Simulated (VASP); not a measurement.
Set up this calculation in VASP 6.6.1, as the native input.

```yaml
Task: relaxation of cell and atoms
Functional: PBE
Potentials_or_basis: VASP PAW PBE potentials, release 64 (Dy_3, H), 4f in core
Cutoff: 500 eV
k_mesh: 7 × 7 × 3
Occupations: gaussian, width 0.2 eV
Spin: no spin polarisation
Dipole_correction: no
Further_INCAR_settings: ALGO = Normal; EDIFF = 1e-07; IBRION = 2; EDIFFG = -0.08; NSW = 36; ISIF = 3
```

The structure of Dy2H lies in POSCAR:

```
Dy2H
1.0
    3.3363586800      0.0000000000      0.0000000000
   -1.6681793400      2.8893713700      0.0000000000
    0.0000000000      0.0000000000      6.5517058600
Dy H
2 1
Direct
    0.0000000000      0.0000000000      0.8455172000
    0.0000000000      0.0000000000      0.2107261300
    0.0000000000      0.0000000000      0.5305148200
```

The cell was generated, and may not be a known phase.

The input as run:

INCAR

```
PREC     = Accurate       # precision mode
ENCUT    = 500            # plane-wave cutoff, eV
EDIFF    = 1E-7           # SCF threshold, eV
ISMEAR   = 0              # smearing method
SIGMA    = 0.2            # smearing width, eV
LREAL    = False          # projectors in reciprocal space
LASPH    = True           # aspherical terms in the spheres
NELM     = 200            # most SCF steps
ALGO     = Normal         # electronic algorithm
ISIF     = 3              # what is computed and relaxed
LWAVE    = False          # write WAVECAR
LCHARG   = False          # write CHGCAR
GGA      = PE             # functional
IBRION   = 2              # ionic algorithm
NSW      = 36             # ionic steps
EDIFFG   = -0.08          # ionic threshold
GGA_COMPAT= False        
NELMIN   = 4            
LMAXMIX  = 6              # l up to which the mixer works
```

KPOINTS

```
regular mesh
0
Gamma
  7 7 3
```

Potentials or basis: VASP PAW PBE potentials, release 64 (Dy_3, H), 4f in core.

Launch:

```console
$ cat potpaw_PBE.64/Dy_3/POTCAR potpaw_PBE.64/H/POTCAR > POTCAR
$ mpirun -np 1 vasp_std > vasp.out
```

It gave:

```yaml
Relaxed_volume: 25.38 Å³/atom
Relaxed_cell: a = 3.440 Å, b = 3.440 Å, c = 7.431 Å, α = 90.00°, β = 90.00°, γ = 120.00°
Space_group_after_relaxing_to_0.1_Å: P6/mmm (No. 191)
Energy_gained_by_relaxing: 522.4 meV/atom
Ionic_steps: 9
Pressure_after_relaxing: -0.2 GPa
Largest_force_after_relaxing: 0.047 eV/Å
Band_gap_on_the_k_mesh: zero (an odd number of electrons rules out a gap without spin polarisation)
```

Caveat: the volume moved by over 15 % at a fixed basis, so the end points are rough; spin-orbit coupling is left out, which moves the levels of the heavy elements; the 4f electrons are frozen in the core, so they carry no moment and show no levels; the relaxation stopped at a loose force limit of 0.08 eV/Å, so its end isn't a converged minimum.

Run time: 120 s on 1 thread of Intel Xeon 8259CL, with other jobs on the host, peak memory 0.18 GiB.
